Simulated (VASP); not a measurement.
Runs of VASP 6.6.1 on ZnS. The structure is that of space group P6_3mc (No. 186), or close to it. The cells are those of the table. 

```csv
task,cell,gap on the mesh (eV),pressure (GPa),largest force (eV/Å)
single point,"a = 3.734, b = 3.734, c = 6.108 Å, angles 90.0, 90.0, 120.0°, 4 atoms",2.55,8.1,0.40
single point,"a = 3.785, b = 3.785, c = 6.192 Å, angles 90.0, 90.0, 120.0°, 4 atoms",2.35,4.2,0.35
electric field gradients,"a = 3.734, b = 3.734, c = 6.108 Å, angles 90.0, 90.0, 120.0°, 4 atoms",2.55,8.1,0.40
single point,"a = 3.886, b = 3.886, c = 6.356 Å, angles 90.0, 90.0, 120.0°, 4 atoms",1.98,(a),0.26
electric field gradients,"a = 3.785, b = 3.785, c = 6.192 Å, angles 90.0, 90.0, 120.0°, 4 atoms",2.35,4.2,0.35
electric field gradients,"a = 3.836, b = 3.836, c = 6.275 Å, angles 90.0, 90.0, 120.0°, 4 atoms",2.16,1.0,0.30
single point,"a = 3.836, b = 3.836, c = 6.275 Å, angles 90.0, 90.0, 120.0°, 4 atoms",2.16,1.0,0.30
```

Alike in all rows: level PBE; potentials or basis VASP PAW PBE potentials, release 64 (Zn, S); no spin polarisation; k mesh 8 × 8 × 5; cutoff (eV) 520; smearing fermi-dirac 0.03 eV.

Question: Estimate the missing entries.

Answer: (a) -1.6.

Caveats: the cell stands under pressure (at least some runs).

